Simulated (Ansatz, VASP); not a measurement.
**LiF in VASP and in Ansatz**

Contents of INCAR:

```
SYSTEM = LiF
  ALGO = Normal
  EDIFF = 1E-6
  ENCUT = 520
  GGA = PE
  ISIF = 2
  ISMEAR = -1
  LASPH = .TRUE.
  LCHARG = .TRUE.
  LELF = .TRUE.
  LREAL = .FALSE.
  LVHAR = .TRUE.
  LWAVE = .FALSE.
  NBANDS = 12
  NELM = 80
  PREC = Accurate
  SIGMA = 0.05
```

File KPOINTS:

```
k-points
0
G
  8 8 8
  0 0 0
```

Contents of POSCAR:

```
LiF
1.0
    0.0000000000      2.0140000000      2.0140000000
    2.0140000000      0.0000000000      2.0140000000
    2.0140000000      2.0140000000      0.0000000000
F Li
1 1
Direct
    0.5000000000      0.5000000000      0.5000000000
    0.0000000000      0.0000000000      0.0000000000
```

File input.yaml:

```yaml
crystal:
  lattice:
    - [0.0, 2.014, 2.014]
    - [2.014, 0.0, 2.014]
    - [2.014, 2.014, 0.0]
  atoms:
    - { symbol: F, position: [0.5, 0.5, 0.5] }
    - { symbol: Li, position: [0.0, 0.0, 0.0] }
kpoints:
  mp_grid: { grid: [8, 8, 8] }
scf:
  occupations: { method: fermi_dirac, width: 0.05 }
hamiltonian:
  xc: pbe
  pseudopotentials: { kind: all_electron, datasets: crystal }
output:
  forces: true
  stress: true
  eigenvalues: true
```

Alike in both runs: task single point; functional PBE; k mesh 8 × 8 × 8; occupations fermi-dirac, width 0.05 eV; no spin polarisation.

|  | VASP | Ansatz |
| --- | --- | --- |
| version | VASP 6.6.1 | Ansatz 0.2.0 |
| potentials or method | VASP PAW PBE potentials, release 64 (F, Li_sv), cutoff 520 eV | all-electron PAW datasets made for the crystal |

```tsv
	VASP	Ansatz	Ansatz less VASP
gap on the k mesh at the Fermi level (eV)	9.09	9.07	-0.020
least direct gap on the mesh (eV)	9.09	9.07	-0.020
```

Ansatz ran all-electron here, and VASP with PAW potentials.

Noted on VASP's run: the cutoff is short for stress, so the pressure is rough.
